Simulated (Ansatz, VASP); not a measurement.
One calculation of As, two programs

```
As
1.0
     2.71089    0.00000    0.00000
     0.00000    2.71089    0.00000
     0.00000    0.00000    2.71089
As
1
Direct
  0.00000 0.00000 0.00000
```

Alike in both runs: task single point; functional revPBE; k mesh 13 × 13 × 13; occupations fermi-dirac, width 0.1 eV; no spin polarisation.

```csv
,VASP,Ansatz
version,VASP 6.6.1,Ansatz 0.2.0
potentials or method,"VASP PAW PBE potentials, release 64 (As), cutoff 520 eV","plane waves (420 eV) with PAW, scalar-relativistic"
valence electrons in the cell,5,15
```

VASP gave:

- pressure (GPa): 3.1

Q: Which values does Ansatz return?

A: Pressure (GPa): 3.0.

VASP's potentials were made for PBE, not for revPBE. VASP's potentials hold 5 valence electrons a cell and Ansatz's 15, so a difference there can come from the potentials and not from the codes.
